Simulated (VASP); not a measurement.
S3N2O:

```
S N O
1.0
     5.88861    0.00000    0.00000
    -2.94431    5.09969    0.00000
     0.00000    0.00000    3.68477
S N O
3 2 1
Direct
  0.50000 0.00000 0.50000
  0.50000 0.50000 0.50000
  0.00000 0.50000 0.50000
  0.33333 0.66667 0.00000
  0.66667 0.33333 0.00000
  0.00000 0.00000 0.00000
```

- Program: VASP 6.6.1
- Task: relaxation of cell and atoms
- Functional: PBE
- Potentials or basis: VASP PAW PBE potentials, release 64 (S, N, O)
- Cutoff: 600 eV
- k mesh: 3 × 3 × 6
- Occupations: gaussian, width 0.1 eV
- Spin: collinear spin, ferromagnetic start
- Starting moments: [0.0, 0.0, 0.0, 0.0, 0.0, 1.97] μB

At the start: pressure -15.5 GPa; volume 18.44 Å³/atom.

Q: Where does the relaxation end?

A: Over 9 steps the energy falls by 548.2 meV/atom and the volume is 12.70 Å³/atom (-31.2 %); space group P6/mmm (No. 191, to 0.1 Å) before and after; moment 1.63 μB per cell.

Step by step:
```csv
step,energy change (eV),largest force (eV/Å),pressure (GPa),volume (Å³)
1,0.0000,0.0000,-15.53,110.65
2,-2.5797,0.0000,-8.76,84.27
3,-2.8912,0.0000,-2.38,77.08
4,-2.9367,0.0000,1.65,73.78
5,-3.1432,0.0000,0.97,74.36
6,-3.2758,0.0000,1.35,74.83
7,-3.2833,0.0000,1.64,74.96
8,-3.2872,0.0000,-0.94,76.94
9,-3.2894,0.0000,0.00,76.18
```

Final structure:
```
S N O
1.0
     5.60643    0.00000    0.00000
    -2.80322    4.85531    0.00000
     0.00000    0.00000    2.79857
S N O
3 2 1
Direct
  0.50000 0.00000 0.50000
  0.50000 0.50000 0.50000
  0.00000 0.50000 0.50000
  0.33333 0.66667 0.00000
  0.66667 0.33333 0.00000
  0.00000 0.00000 0.00000
```

Caveat: the k points lie up to 0.43 Å⁻¹ apart in the final cell; the volume moved by over 15 % at a fixed basis, so the end points are rough.
